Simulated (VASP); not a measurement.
The system is GaN.

```
Ga N
1.0
     0.00000    2.25350    2.25350
     2.25350    0.00000    2.25350
     2.25350    2.25350    0.00000
Ga N
1 1
Direct
  0.00000 0.00000 0.00000
  0.25000 0.25000 0.25000
```

Program: VASP 6.6.1. Alike in all runs: cell as given.

Order these runs on this cell by their pressure, lowest first.
A. level PBE-based screened hybrid with 35 % exact exchange; potentials or basis VASP PAW PBE potentials, release 64 (Ga_d, N); spin off; k mesh 6 × 6 × 6; cutoff (eV) 520; smearing fermi-dirac 0.05 eV; dipole correction no; grid for exact exchange (PRECFOCK) Normal; share of exact exchange 0.35; screening parameter 0.20787 1/Å
B. level r2SCANh; potentials or basis VASP PAW PBE potentials, release 64 (Ga_d, N); spin off; k mesh 6 × 6 × 6; cutoff (eV) 520; smearing fermi-dirac 0.05 eV; dipole correction no; grid for exact exchange (PRECFOCK) Normal; share of exact exchange 0.1
C. level PBEsol-based global hybrid with 25 % exact exchange; potentials or basis VASP PAW PBE potentials, release 64 (Ga_d, N); spin off; k mesh 5 × 5 × 5; cutoff (eV) 520; smearing fermi-dirac 0.05 eV; dipole correction no; grid for exact exchange (PRECFOCK) Normal; share of exact exchange 0.25
D. level BLYP+D4; potentials or basis VASP PAW PBE potentials, release 64 (Ga_d, N_h); spin off; k mesh 10 × 10 × 10; cutoff (eV) 1330; smearing fermi-dirac 0.05 eV; dipole correction no
E. level PBE; potentials or basis VASP PAW PBE potentials, release 64 (Ga_d, N); spin non-collinear, zero start, SOC; k mesh 7 × 7 × 7; cutoff (eV) 460; smearing gaussian 0.03 eV; tolerance level standard

C (-5.9 GPa), A (-3.7 GPa), B (-1.7 GPa), D (0.6 GPa), E (4.4 GPa).

Caveats: some runs use coarse meshes; the PAW data sets were made with another functional, which shifts forces and pressure a little (at least some runs); the cell stands under tension (at least some runs); the cutoff is under 1.25 times the usual one of these potentials, so pressure, stress and relaxed cells hold a basis-set (Pulay) error (at least some runs); the cell stands under pressure (at least some runs).
